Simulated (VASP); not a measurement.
# AlN (P6_3mc) in VASP: notebook

Runs on AlN. Level: PBEsol. Tasks: relaxation of cell and atoms, relaxation of the atoms.

Program: VASP 6.6.1. These are calculated values, not measurements. Logs are shortened: lines on timing, memory, paths and dates and some standing lists are left out, and cuts for length are marked.

## Step 1: The cell of the first run

It takes space group P6_3mc (No. 186, hexagonal). Conventional cell: a = 3.113 Å, b = 3.113 Å, c = 4.981 Å, α = 90.00°, β = 90.00°, γ = 120.00°. Within 2.5 Å of Al (site symmetry 3m) lie 4 N at 1.89 Å. N (site symmetry 3m) has 4 Al at 1.89 Å within 2.5 Å.

## Step 2: Relaxation of cell and atoms, PBEsol

INCAR

```
  PREC = Accurate
  ENCUT = 600
  EDIFF = 1E-7
  ISMEAR = -1
  SIGMA = 0.1
  LREAL = False
  LASPH = True
  NELM = 80
  ALGO = Normal
  ISIF = 3
  LWAVE = False
  LCHARG = False
  GGA = PS
  IBRION = 2
  NSW = 100
  EDIFFG = -0.002
```

KPOINTS

```
regular mesh
0
Gamma
  14 14 8
```

POSCAR

```
AlN
1.0
    3.1130000000      0.0000000000      0.0000000000
   -1.5565000000      2.6959370820      0.0000000000
    0.0000000000      0.0000000000      4.9810000000
Al N
2 2
Direct
    0.3333333333      0.6666666667      0.0000000000
    0.6666666667      0.3333333333      0.5000000000
    0.3333333333      0.6666666667      0.3800000000
    0.6666666667      0.3333333333      0.8800000000
```

Potentials or basis: VASP PAW PBE potentials, release 64 (Al, N).

Run with:

```
$ cat potpaw_PBE.64/Al/POTCAR potpaw_PBE.64/N/POTCAR > POTCAR
$ mpirun -np 1 vasp_std > vasp.out
```

OUTCAR:

```text
PREC = Accurate
   ENCUT = 600
   EDIFF = 1E-7
   ISMEAR = -1
   LREAL = False
   LASPH = True
   NELM = 80
   ISIF = 3
   GGA = PS
   IBRION = 2
   NSW = 100
   EDIFFG = -0.002

 ion  position               nearest neighbor table
   1  0.333  0.667  0.000-   3 1.89   4 1.89   4 1.89   4 1.89   2 3.07   2 3.07   2 3.07   2 3.07
                             2 3.07   2 3.07
   2  0.667  0.333  0.500-   4 1.89   3 1.89   3 1.89   3 1.89   1 3.07   1 3.07   1 3.07   1 3.07
                             1 3.07   1 3.07
   3  0.333  0.667  0.380-   1 1.89   2 1.89   2 1.89   2 1.89
   4  0.667  0.333  0.880-   2 1.89   1 1.89   1 1.89   1 1.89

  LATTYP: Found a hexagonal cell.
 ALAT       =     3.1130000000
 C/A-ratio  =     1.6000642467

  Lattice vectors:

 A1 = (   3.1130000000,   0.0000000000,   0.0000000000)
 A2 = (  -1.5565000000,   2.6959370820,   0.0000000000)
 A3 = (   0.0000000000,   0.0000000000,   4.9810000000)

Analysis of symmetry for initial positions (statically):
=====================================================================
 Subroutine PRICEL returns:
 Original cell was already a primitive cell.

 Routine SETGRP: Setting up the symmetry group for a
 hexagonal supercell.

 Subroutine GETGRP returns: Found 12 space group operations
 (whereof  6 operations were pure point group operations)
 out of a pool of 24 trial point group operations.

The static configuration has the point symmetry C_3v.
 The point group associated with its full space group is C_6v.

Analysis of symmetry for dynamics (positions and initial velocities):
=====================================================================
 Subroutine PRICEL returns:
 Original cell was already a primitive cell.

 Routine SETGRP: Setting up the symmetry group for a
 hexagonal supercell.

 Subroutine GETGRP returns: Found 12 space group operations
 (whereof  6 operations were pure point group operations)
 out of a pool of 24 trial point group operations.

The dynamic configuration has the point symmetry C_3v.
 The point group associated with its full space group is C_6v.

 Subroutine INISYM returns: Found 12 space group operations
 (whereof  6 operations are pure point group operations),
 and found     1 'primitive' translations

----------------------------------------------------------------------------------------

                                     Primitive cell

[... 108 lines left out ...]
   EFERMI =   0.00;   METHOD = LEGACY
   ISMEAR =    -1;   SIGMA  =   0.10  broadening in eV -4-tet -1-fermi 0-gaus
   EFERMI_NEDOS =   21; number of points for ismear=-14 and -15
   IALGO  =     38    algorithm
   IMIX   =      4    mixing-type and parameters
     AMIX     =   0.40;   BMIX     =  1.00
     AMIX_MAG =   1.60;   BMIX_MAG =  1.00
  volume/ion in A,a.u.               =      10.45        70.52
  Fermi-wavevector in a.u.,A,eV,Ry     =   1.188629  2.246183 19.222843  1.412839
  Thomas-Fermi vector in A             =   2.324754
   LORBIT       =      0    0 simple, 1 ext, 2 COOP (PROOUT), +10 PAW based schemes
   GGA     = PS    functional components
   LHFCALC =     F    Hartree Fock is set to
   AEXX    =    0.0000 exact exchange contribution
   IVDW    =     0    specifies the selected vdW correction
   LEPSILON=     F    determine dielectric tensor
   LRPA    =     F    only Hartree local field effects (RPA)
 conjugate gradient relaxation of ions
 non-spin polarized calculation
  energy-cutoff  :      600.00
  volume of cell :       41.80
 maximum number of plane-waves:      1418
 NGX is ok and might be reduce to    28
   NGX = 13   NGY = 13   NGZ = 19

--------------------------------------- Ionic step        1  -------------------------------------------

 number of electron      16.0000000 magnetization

 Free energy of the ion-electron system (eV)
  ---------------------------------------------------
  ext. energy  EPLUGINS =         0.00000000
  ---------------------------------------------------
  free energy    TOTEN  =       -31.31435376 eV

  energy without entropy =      -31.31435376  energy(sigma->0) =      -31.31435376

------------------------ aborting loop because EDIFF is reached ----------------------------------------

  FORCE on cell =-STRESS in cart. coord.  units (eV):
  Direction    XX          YY          ZZ          XY          YZ          ZX
  --------------------------------------------------------------------------------------
  -------------------------------------------------------------------------------------
  Total       -0.1047711     -0.1047711      0.2860527      0.0000000      0.0000000      0.0000000
  in kB       -4.0155648     -4.0155648     10.9635486      0.0000000      0.0000000      0.0000000
  external PRESSURE =       0.9774730 kB  Pullay stress =       0.0000000 kB
[... 139 lines left out ...]
--------------------------------------- Ionic step        5  -------------------------------------------

 number of electron      15.9999999 magnetization

 Free energy of the ion-electron system (eV)
  ---------------------------------------------------
  ext. energy  EPLUGINS =         0.00000000
  ---------------------------------------------------
  free energy    TOTEN  =       -31.31569120 eV

  energy without entropy =      -31.31569120  energy(sigma->0) =      -31.31569120

 E-fermi :   8.0192     XC(G=0): -11.1027

 val. band max:        6.0580835935   @ k =   0.0000   0.0000   0.0000
 cond. band min:      10.1756972112   @ k =   0.0000   0.0000   0.0000
 fundamental gap:      4.1176136177
 Fermi energy:         8.0191573411

 k-point     1 :       0.0000    0.0000    0.0000
  band No.  band energies     occupation
      1      -9.1090      2.00000
      2      -6.9269      2.00000
      3       0.0041      2.00000
      4       5.1788      2.00000
      5       5.1788      2.00000
      6       5.8333      2.00000
      7       5.8333      2.00000
      8       6.0581      2.00000
      9      10.1757      0.00000
     10      12.6103      0.00000
     11      16.5558      0.00000
     12      17.0808      0.00000
[... 331 lines left out ...]
 k-point    24 :       0.3571    0.2857    0.0000
  band No.  band energies     occupation
      1      -6.6857      2.00000
      2      -6.4846      2.00000
      3       1.1350      2.00000
      4       2.2568      2.00000
      5       2.2753      2.00000
      6       3.4066      2.00000
      7       3.6622      2.00000
      8       3.8720      2.00000
      9      10.9992      0.00000
     10      14.1771      0.00000
     11      15.4545      0.00000
     12      15.7166      0.00000

 [... further k-points ...]
[... 5 lines left out ...]
  --------------------------------------------------------------------------------------
  -------------------------------------------------------------------------------------
  Total       -0.0008978     -0.0008978     -0.0007214      0.0000000     -0.0000000     -0.0000000
  in kB       -0.0343998     -0.0343998     -0.0276432      0.0000000     -0.0000000     -0.0000000
  external PRESSURE =      -0.0321476 kB  Pullay stress =       0.0000000 kB
[... 19 lines left out ...]
  FREE ENERGIE OF THE ION-ELECTRON SYSTEM (eV)
  ---------------------------------------------------
  free  energy   TOTEN  =       -31.3156911976 eV

  energy  without entropy=      -31.3156911974  energy(sigma->0) =      -31.31569120

 reached required accuracy - stopping structural energy minimisation
```

It took 3.1 min on 1 thread of Intel Xeon Platinum 8375C at 2.90GHz (Ice Lake), shared host; peak memory 0.22 GiB.

What came out:

```
Free energy                            : -31.3157 eV
Relaxed volume                         : 10.45 Å³/atom
Relaxed cell                           : a = 3.113 Å, b = 3.113 Å, c = 4.982 Å, α = 90.00°, β = 90.00°, γ = 120.00°
Space group after relaxing (to 0.05 Å) : P6_3mc (No. 186)
Energy gained by relaxing              : 0.3 meV/atom
Ionic steps                            : 5
Pressure after relaxing                : 0.0 GPa
Band gap on the k mesh                 : 4.12 eV, direct
```

Step by step:
| step | energy change (eV) | largest force (eV/Å) | pressure (GPa) | volume (Å³) |
| --- | --- | --- | --- | --- |
| 1 | 0.0000 | 0.1320 | 0.10 | 41.80 |
| 2 | -0.0002 | 0.0870 | -0.09 | 41.84 |
| 3 | -0.0012 | 0.0140 | -0.02 | 41.82 |
| 4 | -0.0013 | 0.0070 | -0.01 | 41.82 |
| 5 | -0.0013 | 0.0001 | 0.00 | 41.81 |

Final structure:
```yaml
crystal:
  lattice:
    - [3.11305, 0.00000, 0.00000]
    - [-1.55652, 2.69598, 0.00000]
    - [0.00000, 0.00000, 4.98218]
  atoms:
    - { symbol: Al, position: [0.33333, 0.66667, 0.99900] }
    - { symbol: Al, position: [0.66667, 0.33333, 0.49900] }
    - { symbol: N, position: [0.33333, 0.66667, 0.38100] }
    - { symbol: N, position: [0.66667, 0.33333, 0.88100] }
```

Levels at points of the mesh, in eV from the valence-band top:
```
           k point  band 6  band 7  band 8  band 9  band 10  band 11
(0.00, 0.00, 0.00)   -0.22   -0.22    0.00    4.12     6.55    10.50
(0.50, 0.00, 0.00)   -2.12   -1.81   -0.70    5.67     5.67     8.07
(0.00, 0.00, 0.50)   -0.56   -0.56   -0.56    6.37     6.37    10.20
(0.50, 0.00, 0.50)   -1.49   -1.38   -1.38    5.17     5.17     9.12
```

Caveat: the PAW data sets were made with another functional, which shifts forces and pressure a little. A k mesh can miss the band edges.

## Step 3: Relaxation of the atoms, PBEsol

This run uses another cell than the first one, of 10.30 Å³/atom, 0.986 times its volume.

INCAR

```
SYSTEM = AlN
  PREC = Accurate
  ENCUT = 520
  EDIFF = 1E-6
  ISMEAR = 0
  SIGMA = 0.01
  LREAL = .FALSE.
  LASPH = .TRUE.
  NELM = 100
  ALGO = Normal
  ISIF = 2
  LWAVE = .FALSE.
  LCHARG = .FALSE.
  GGA = PS
  IBRION = 2
  NSW = 50
  EDIFFG = -0.002
```

KPOINTS

```
regular mesh
0
G
  8 8 6
  0 0 0
```

POSCAR

```
AlN
1.0
    3.0982610716      0.0000000000      0.0000000000
   -1.5491305358      2.6831727955      0.0000000000
    0.0000000000      0.0000000000      4.9579384664
Al N
2 2
Direct
    0.3333333333      0.6666666667     -0.0010085685
    0.6666666667      0.3333333333      0.4989914315
    0.3333333333      0.6666666667      0.3810085685
    0.6666666667      0.3333333333      0.8810085685
```

Potentials or basis: VASP PAW PBE potentials, release 64 (Al, N).

Run with:

```
$ cat potpaw_PBE.64/Al/POTCAR potpaw_PBE.64/N/POTCAR > POTCAR
$ mpirun -np 1 vasp_std > vasp.out
```

Run time: 17 s. Hardware: 1 thread of Intel Xeon Platinum 8375C at 2.90GHz (Ice Lake), shared host; peak memory 0.16 GiB.

The run converged. Its results:

```
Free energy               : -31.3059 eV
Energy gained by relaxing : 0.0 meV/atom
Ionic steps               : 2
Pressure after relaxing   : 3.1 GPa
Band gap on the k mesh    : 4.24 eV, direct
```

Stress tensor (GPa, compression positive):
```
3.22 0.00 0.00
0.00 3.22 0.00
0.00 0.00 2.96
```

Final structure:
```cif
data_structure
_symmetry_space_group_name_H-M 'P 1'
_symmetry_Int_Tables_number 1
_cell_length_a 3.0983
_cell_length_b 3.0983
_cell_length_c 4.9579
_cell_angle_alpha 90.000
_cell_angle_beta 90.000
_cell_angle_gamma 120.000
_cell_volume 41.22
loop_
_atom_site_label
_atom_site_type_symbol
_atom_site_fract_x
_atom_site_fract_y
_atom_site_fract_z
_atom_site_occupancy
Al1 Al 0.33333 0.66667 0.99893 1
Al2 Al 0.66667 0.33333 0.49893 1
N1 N 0.33333 0.66667 0.38107 1
N2 N 0.66667 0.33333 0.88107 1
```

Levels at points of the mesh, in eV from the valence-band top:
| k point | band 6 | band 7 | band 8 | band 9 | band 10 | band 11 |
| --- | --- | --- | --- | --- | --- | --- |
| (0.00, 0.00, 0.00) | -0.23 | -0.23 | 0.00 | 4.24 | 6.67 | 10.61 |
| (0.50, 0.00, 0.00) | -2.14 | -1.83 | -0.71 | 5.70 | 5.71 | 8.20 |
| (0.00, 0.00, 0.50) | -0.57 | -0.57 | -0.57 | 6.49 | 6.49 | 10.32 |
| (0.50, 0.00, 0.50) | -1.50 | -1.39 | -1.39 | 5.22 | 5.22 | 9.21 |

Caveat: the PAW data sets were made with another functional, which shifts forces and pressure a little. PBEsol gaps usually lie below the measured ones, often by a third to a half.

## Step 4: Relaxation of the atoms, PBEsol (z stretched by -0.5 %, x and y held)

INCAR

```
SYSTEM = AlN
PREC = Accurate
ENCUT = 520
EDIFF = 1E-6
ISMEAR = 0
SIGMA = 0.01
LREAL = .FALSE.
LASPH = .TRUE.
NELM = 100
ALGO = Normal
ISIF = 2
LWAVE = .FALSE.
LCHARG = .FALSE.
GGA = PS
IBRION = 2
NSW = 50
EDIFFG = -0.002
```

KPOINTS

```
Automatic mesh
0
G
  8 8 6
  0 0 0
```

Changes to POSCAR since step 3:

```diff
@@ -2,4 +2,4 @@
 1.0
-    3.0982610716      0.0000000000      0.0000000000
-   -1.5491305358      2.6831727955      0.0000000000
+    3.1138302227      0.0000000000      0.0000000000
+   -1.5569151113      2.6966560759      0.0000000000
     0.0000000000      0.0000000000      4.9579384664
```

Run with:

```
$ cat potpaw_PBE.64/Al/POTCAR potpaw_PBE.64/N/POTCAR > POTCAR
$ mpirun -np 1 vasp_std > vasp.out
```

Run time: 23 s. Hardware: 1 thread of Intel Xeon Platinum 8375C at 2.90GHz (Ice Lake), shared host; peak memory 0.16 GiB.

Results (log left out):

```
Free energy               : -31.3110 eV
Energy gained by relaxing : 0.1 meV/atom
Ionic steps               : 3
Pressure after relaxing   : 1.0 GPa
Band gap on the k mesh    : 4.13 eV, direct
```

Stress tensor (GPa, compression positive):
```
0.54 0.00 0.00
0.00 0.54 0.00
0.00 0.00 1.80
```

Step by step:
```tsv
step	energy change (eV)	largest force (eV/Å)	pressure (GPa)
1	0.0000	0.0653	0.94
2	-0.0003	0.0158	0.95
3	-0.0003	0.0001	0.96
```

Final structure:
```
Al N
1.0
     3.11383    0.00000    0.00000
    -1.55692    2.69666    0.00000
     0.00000    0.00000    4.95794
Al N
2 2
Direct
  0.33333 0.66667 0.99848
  0.66667 0.33333 0.49848
  0.33333 0.66667 0.38152
  0.66667 0.33333 0.88152
```

Levels at points of the mesh, in eV from the valence-band top:
| k point | band 5 | band 6 | band 7 | band 8 | band 9 | band 10 | band 11 | band 12 |
| --- | --- | --- | --- | --- | --- | --- | --- | --- |
| (0.00, 0.00, 0.00) | -0.94 | -0.27 | -0.27 | 0.00 | 4.13 | 6.51 | 10.54 | 10.97 |
| (0.50, 0.00, 0.00) | -3.42 | -2.18 | -1.84 | -0.74 | 5.63 | 5.69 | 8.08 | 10.16 |
| (0.00, 0.00, 0.50) | -0.62 | -0.62 | -0.62 | -0.62 | 6.36 | 6.36 | 10.23 | 10.23 |
| (0.50, 0.00, 0.50) | -1.54 | -1.54 | -1.40 | -1.40 | 5.17 | 5.17 | 9.12 | 9.12 |

Caveat: the cell differs from its parent crystal (z stretched by -0.5 %, x and y held); the PAW data sets were made with another functional, which shifts forces and pressure a little. A k mesh can miss the band edges.

## Step 5: Overview

| task | cell | k mesh | cutoff (eV) | smearing | gap on the mesh (eV) | pressure (GPa) |
| --- | --- | --- | --- | --- | --- | --- |
| relaxation of cell and atoms | relaxed from a = 3.113, b = 3.113, c = 4.981 Å, angles 90.0, 90.0, 120.0°, 4 atoms | 14 × 14 × 8 | 600 | fermi-dirac 0.1 eV | 4.12 | 0.0 |
| relaxation of the atoms | atoms relaxed from a = 3.098, b = 3.098, c = 4.958 Å, angles 90.0, 90.0, 120.0°, 4 atoms | 8 × 8 × 6 | 520 | gaussian 0.01 eV | 4.24 | 3.1 |
| relaxation of the atoms | atoms relaxed from a = 3.114, b = 3.114, c = 4.958 Å, angles 90.0, 90.0, 120.0°, 4 atoms | 8 × 8 × 6 | 520 | gaussian 0.01 eV | 4.13 | 1.0 |

Alike in all rows: level PBEsol; potentials or basis VASP PAW PBE potentials, release 64 (Al, N); no spin polarisation.

Caveats: the PAW data sets were made with another functional, which shifts forces and pressure a little.

Total energies depend on the potentials used, so only differences within one code and one set of settings carry meaning.
